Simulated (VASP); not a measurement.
Crystal: AlCo3.

```
CELL_PARAMETERS angstrom
3.31869 0.00000 0.00000
0.00000 3.31869 0.00000
0.00000 0.00000 3.31869
ATOMIC_POSITIONS crystal
Al 0.00000 0.00000 0.00000
Co 0.50000 0.50000 0.00000
Co 0.50000 0.00000 0.50000
Co 0.00000 0.50000 0.50000
```

Base run:

```yaml
Program: VASP 6.6.1
Functional: PBEsol
Potentials_or_basis: VASP PAW PBE potentials, release 64 (Al, Co)
Cutoff: 520 eV
k_mesh: 12 × 12 × 12
Occupations: gaussian, width 0.1 eV
Spin: no spin polarisation
```

Its results: pressure 48.8 GPa.

Problem. The run is repeated on the same cell with these changes: spin from no spin polarisation to collinear spin, ferromagnetic start; further incar settings from ALGO = Normal; EDIFF = 1e-06; NBANDS = 23 to ALGO = Fast; EDIFF = 1e-06; NBANDS = 27. What comes out?

Solution. Pressure 49.3 GPa; net moment 0.92 μB per cell; site moments Al -0.01; Co +0.30 μB.

Caveats: the cell stands under pressure; the PAW data sets were made with another functional, which shifts forces and pressure a little.
